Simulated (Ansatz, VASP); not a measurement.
Two plane-wave programs on InP

```
In P
1.0
     0.00000    2.93050    2.93050
     2.93050    0.00000    2.93050
     2.93050    2.93050    0.00000
In P
1 1
Direct
  0.00000 0.00000 0.00000
  0.75000 0.75000 0.75000
```

Alike in both runs: task relaxation of cell and atoms; functional r2SCAN; k mesh 14 × 14 × 14; occupations fermi-dirac, width 0.1 eV; no spin polarisation.

|  | VASP | Ansatz |
| --- | --- | --- |
| version | VASP 6.6.1 | Ansatz 0.2.0 |
| potentials or method | VASP PAW PBE potentials, release 64 (In_d, P) | PAW with Ansatz's default frozen-core files, scalar-relativistic |
| plane-wave cutoff (eV) | 550 | 500 |
| valence electrons in the cell | 18 | 18 |

```csv
,VASP,Ansatz,Ansatz less VASP
relaxed volume (Å³/atom),25.72,25.77,+0.047
relaxed cell length with the largest relative difference (Å),4.175,4.177,+0.0025
```

VASP's potentials were made for PBE, not for r2SCAN.
